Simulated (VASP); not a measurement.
# NaCl (Pm-3m) in VASP: settings compared, part 2 of 2

VASP 6.6.1.

### 4 Single point, PBE (volume scaled by 0.94)

Contents of INCAR:

```
ALGO = Normal
EDIFF = 1E-7
ENCUT = 520
GGA = PE
ISIF = 2
ISMEAR = -1
LASPH = T
LCHARG = F
LREAL = F
LWAVE = F
NBANDS = 14
NELM = 60
PREC = Accurate
SIGMA = 0.05
```

Contents of KPOINTS:

```
k-points
0
Gamma
  8 8 8
```

Contents of POSCAR:

```
NaCl
1.0
    3.4306966741      0.0000000000      0.0000000000
    0.0000000000      3.4306966741      0.0000000000
    0.0000000000      0.0000000000      3.4306966741
Cl Na
1 1
Direct
    0.5000000000      0.5000000000      0.5000000000
    0.0000000000      0.0000000000      0.0000000000
```

Potentials or basis: VASP PAW PBE potentials, release 64 (Cl, Na_pv).

Run with:

```console
$ cat potpaw_PBE.64/Cl/POTCAR potpaw_PBE.64/Na_pv/POTCAR > POTCAR
$ mpirun -np 1 vasp_std > vasp.out
```

OUTCAR:

```text
EDIFF = 1E-7
   ENCUT = 520
   GGA = PE
   ISIF = 2
   ISMEAR = -1
   LASPH = T
   LREAL = F
   NELM = 60
   PREC = Accurate

 ion  position               nearest neighbor table
   1  0.500  0.500  0.500-
   2  0.000  0.000  0.000-

  LATTYP: Found a simple cubic cell.
 ALAT       =     3.4306966741

  Lattice vectors:

 A1 = (   3.4306966741,   0.0000000000,   0.0000000000)
 A2 = (   0.0000000000,   3.4306966741,   0.0000000000)
 A3 = (   0.0000000000,   0.0000000000,   3.4306966741)

Analysis of symmetry for initial positions (statically):
=====================================================================
 Subroutine PRICEL returns:
 Original cell was already a primitive cell.

 Routine SETGRP: Setting up the symmetry group for a
 simple cubic supercell.

 Subroutine GETGRP returns: Found 48 space group operations
 (whereof 48 operations were pure point group operations)
 out of a pool of 48 trial point group operations.

The static configuration has the point symmetry O_h .

Analysis of symmetry for dynamics (positions and initial velocities):
=====================================================================
 Subroutine PRICEL returns:
 Original cell was already a primitive cell.

 Routine SETGRP: Setting up the symmetry group for a
 simple cubic supercell.

 Subroutine GETGRP returns: Found 48 space group operations
 (whereof 48 operations were pure point group operations)
 out of a pool of 48 trial point group operations.

The dynamic configuration has the point symmetry O_h .

 Subroutine INISYM returns: Found 48 space group operations
 (whereof 48 operations are pure point group operations),
 and found     1 'primitive' translations

----------------------------------------------------------------------------------------

                                     Primitive cell

  volume of cell :      40.3782
[... 116 lines left out ...]
   AEXX    =    0.0000 exact exchange contribution
   IVDW    =     0    specifies the selected vdW correction
   LEPSILON=     F    determine dielectric tensor
   LRPA    =     F    only Hartree local field effects (RPA)
 non-spin polarized calculation
  energy-cutoff  :      520.00
  volume of cell :       40.38
 maximum number of plane-waves:      1108
 NGX is ok and might be reduce to    28
   NGX = 13   NGY = 13   NGZ = 13

 number of electron      14.0000012 magnetization

 Free energy of the ion-electron system (eV)
  ---------------------------------------------------
  ext. energy  EPLUGINS =         0.00000000
  ---------------------------------------------------
  free energy    TOTEN  =        -6.45278438 eV

  energy without entropy =       -6.45278438  energy(sigma->0) =       -6.45278438

 E-fermi :   1.9344     XC(G=0):  -8.7033

 val. band max:        0.8708694057   @ k =   0.5000   0.5000   0.0000
 cond. band min:       5.0664090840   @ k =   0.0000   0.0000   0.0000
 fundamental gap:      4.1955396783
 Fermi energy:         1.9343520986

 k-point     1 :       0.0000    0.0000    0.0000
  band No.  band energies     occupation
      1     -21.1477      2.00000
      2     -21.1477      2.00000
      3     -21.1477      2.00000
      4     -12.7304      2.00000
      5       0.3280      2.00000
      6       0.3280      2.00000
      7       0.3280      2.00000
      8       5.0664      0.00000
      9       9.3774      0.00000
     10       9.3774      0.00000
     11      17.0028      0.00000
     12      17.0028      0.00000
     13      17.0028      0.00000
     14      17.1542      0.00000
[... 377 lines left out ...]
      1     -21.1882      2.00000
      2     -21.1801      2.00000
      3     -21.1457      2.00000
      4     -12.0054      2.00000
      5      -1.6722      2.00000
      6      -1.2912      2.00000
      7       0.4576      2.00000
      8       6.9785      0.00000
      9      10.5277      0.00000
     10      10.8198      0.00000
     11      12.1263      0.00000
     12      14.6973      0.00000
     13      14.7720      0.00000
     14      17.8340      0.00000

 [... further k-points ...]

------------------------ aborting loop because EDIFF is reached ----------------------------------------

  FORCE on cell =-STRESS in cart. coord.  units (eV):
  Direction    XX          YY          ZZ          XY          YZ          ZX
  --------------------------------------------------------------------------------------
  -------------------------------------------------------------------------------------
  Total        0.4858420      0.4858420      0.4858420      0.0000000     -0.0000000      0.0000000
  in kB       19.2778533     19.2778533     19.2778533      0.0000000     -0.0000000      0.0000000
  external PRESSURE =      19.2778533 kB  Pullay stress =       0.0000000 kB

 VOLUME and BASIS-vectors are now :
 -----------------------------------------------------------------------------
  energy-cutoff  :      520.00
  volume of cell :       40.38
      direct lattice vectors                 reciprocal lattice vectors
     3.430696674  0.000000000  0.000000000     0.291485985  0.000000000  0.000000000
     0.000000000  3.430696674  0.000000000     0.000000000  0.291485985  0.000000000
     0.000000000  0.000000000  3.430696674     0.000000000  0.000000000  0.291485985

 POSITION                                       TOTAL-FORCE (eV/Angst)
 -----------------------------------------------------------------------------------
      1.71535      1.71535      1.71535         0.000000      0.000000      0.000000
      0.00000      0.00000      0.00000         0.000000      0.000000      0.000000
 -----------------------------------------------------------------------------------
    total drift:                               -0.000000      0.000000      0.000000

  FREE ENERGIE OF THE ION-ELECTRON SYSTEM (eV)
  ---------------------------------------------------
  free  energy   TOTEN  =        -6.4527843776 eV

  energy  without entropy=       -6.4527843776  energy(sigma->0) =       -6.45278438
```

stdout:

```text
POSCAR found type information on POSCAR ClNa
 POSCAR found :  2 types and       2 ions
 scaLAPACK will be used
 LDA part: xc-table for (Slater+PW92), standard interpolation
 POSCAR, INCAR and KPOINTS ok, starting setup
 FFT: planning ... GRIDC
 FFT: planning ... GRID_SOFT
 FFT: planning ... GRID
 WAVECAR not read
 entering main loop
```

Wall time 11 s (1 thread of Intel Xeon Platinum 8375C at 2.90GHz (Ice Lake), shared host); peak memory 0.15 GiB.

Results:

```
Free energy            : -6.4528 eV
Pressure               : 1.9 GPa
Band gap on the k mesh : 4.20 eV, indirect (least direct gap 4.74 eV)
```

 A k mesh can miss the band edges.

### 5 Single point, PBE (volume scaled by 1.02)

Contents of INCAR:

```
PREC = Accurate
ENCUT = 520
EDIFF = 1E-7
ISMEAR = -1
SIGMA = 0.05
LREAL = F
LASPH = T
NELM = 60
ALGO = Normal
ISIF = 2
LWAVE = F
LCHARG = T
GGA = PE
LELF = T
LVHAR = T
NBANDS = 14
```

Contents of KPOINTS:

```
regular mesh
0
Gamma
  8 8 8
```

Contents of POSCAR:

```
NaCl
1.0
    3.5253839872      0.0000000000      0.0000000000
    0.0000000000      3.5253839872      0.0000000000
    0.0000000000      0.0000000000      3.5253839872
Cl Na
1 1
Direct
    0.5000000000      0.5000000000      0.5000000000
    0.0000000000      0.0000000000      0.0000000000
```

Potentials or basis: VASP PAW PBE potentials, release 64 (Cl, Na_pv).

Run with:

```console
$ cat potpaw_PBE.64/Cl/POTCAR potpaw_PBE.64/Na_pv/POTCAR > POTCAR
$ mpirun -np 1 vasp_std > vasp.out
```

OUTCAR:

```text
PREC = Accurate
   ENCUT = 520
   EDIFF = 1E-7
   ISMEAR = -1
   LREAL = F
   LASPH = T
   NELM = 60
   ISIF = 2
   GGA = PE

 ion  position               nearest neighbor table
   1  0.500  0.500  0.500-
   2  0.000  0.000  0.000-

  LATTYP: Found a simple cubic cell.
 ALAT       =     3.5253839872

  Lattice vectors:

 A1 = (   3.5253839872,   0.0000000000,   0.0000000000)
[... 581 lines left out ...]
      5      -1.9528      2.00000
      6      -1.6142      2.00000
      7      -0.0680      2.00000
      8       6.3566      0.00000
      9       9.6212      0.00000
     10       9.9842      0.00000
     11      11.3317      0.00000
     12      13.7382      0.00000
     13      13.7396      0.00000
     14      16.4962      0.00000

 [... further k-points ...]
[... 5 lines left out ...]
  --------------------------------------------------------------------------------------
  -------------------------------------------------------------------------------------
  Total       -0.1202597     -0.1202597     -0.1202597     -0.0000000      0.0000000     -0.0000000
  in kB       -4.3975551     -4.3975551     -4.3975551     -0.0000000      0.0000000     -0.0000000
  external PRESSURE =      -4.3975551 kB  Pullay stress =       0.0000000 kB

 VOLUME and BASIS-vectors are now :
 -----------------------------------------------------------------------------
  energy-cutoff  :      520.00
  volume of cell :       43.81
      direct lattice vectors                 reciprocal lattice vectors
     3.525383987  0.000000000  0.000000000     0.283657044  0.000000000  0.000000000
     0.000000000  3.525383987  0.000000000     0.000000000  0.283657044  0.000000000
     0.000000000  0.000000000  3.525383987     0.000000000  0.000000000  0.283657044

 POSITION                                       TOTAL-FORCE (eV/Angst)
 -----------------------------------------------------------------------------------
      1.76269      1.76269      1.76269         0.000000      0.000000      0.000000
      0.00000      0.00000      0.00000         0.000000      0.000000      0.000000
 -----------------------------------------------------------------------------------
    total drift:                               -0.000000      0.000000      0.000000

  FREE ENERGIE OF THE ION-ELECTRON SYSTEM (eV)
  ---------------------------------------------------
  free  energy   TOTEN  =        -6.4679390670 eV

  energy  without entropy=       -6.4679390670  energy(sigma->0) =       -6.46793907
```

stdout:

```text
POSCAR found type information on POSCAR ClNa
 POSCAR found :  2 types and       2 ions
 scaLAPACK will be used
 LDA part: xc-table for (Slater+PW92), standard interpolation
 POSCAR, INCAR and KPOINTS ok, starting setup
 FFT: planning ... GRIDC
 FFT: planning ... GRID_SOFT
 FFT: planning ... GRID
 WAVECAR not read
 entering main loop
```

Wall time 12 s (1 thread of Intel Xeon Platinum 8375C at 2.90GHz (Ice Lake), shared host); peak memory 0.15 GiB.

Results:

```
Free energy            : -6.4679 eV
Pressure               : -0.4 GPa
Band gap on the k mesh : 3.91 eV, indirect (least direct gap 4.39 eV)
```

 A k mesh can miss the band edges.

### 6 Overview

| task | level | cell | k mesh | cutoff (eV) | grid for exact exchange (PRECFOCK) | share of exact exchange | screening parameter | gap on the mesh (eV) | pressure (GPa) |
| --- | --- | --- | --- | --- | --- | --- | --- | --- | --- |
| relaxation of cell and atoms | PBE-based screened hybrid | relaxed from a = 3.502 Å, 2 atoms | 4 × 4 × 4 | 600 | Normal | 0.25 | 0.3 1/Å | 5.08 | -0.1 |
| single point | PBE | a = 3.502 Å, 2 atoms | 6 × 6 × 6 | 520 | - | - | - | 3.98 | 0.1 |
| single point | PBE | a = 3.431 Å, 2 atoms | 8 × 8 × 8 | 520 | - | - | - | 4.20 | 1.9 |
| single point | PBE | a = 3.525 Å, 2 atoms | 8 × 8 × 8 | 520 | - | - | - | 3.91 | -0.4 |

Alike in all rows: potentials or basis VASP PAW PBE potentials, release 64 (Cl, Na_pv); no spin polarisation; smearing fermi-dirac 0.05 eV.

Caveats: some runs use coarse meshes; the PAW data sets were made with another functional, which shifts forces and pressure a little (some runs).

Absolute energies hang on the potentials; compare differences alone.
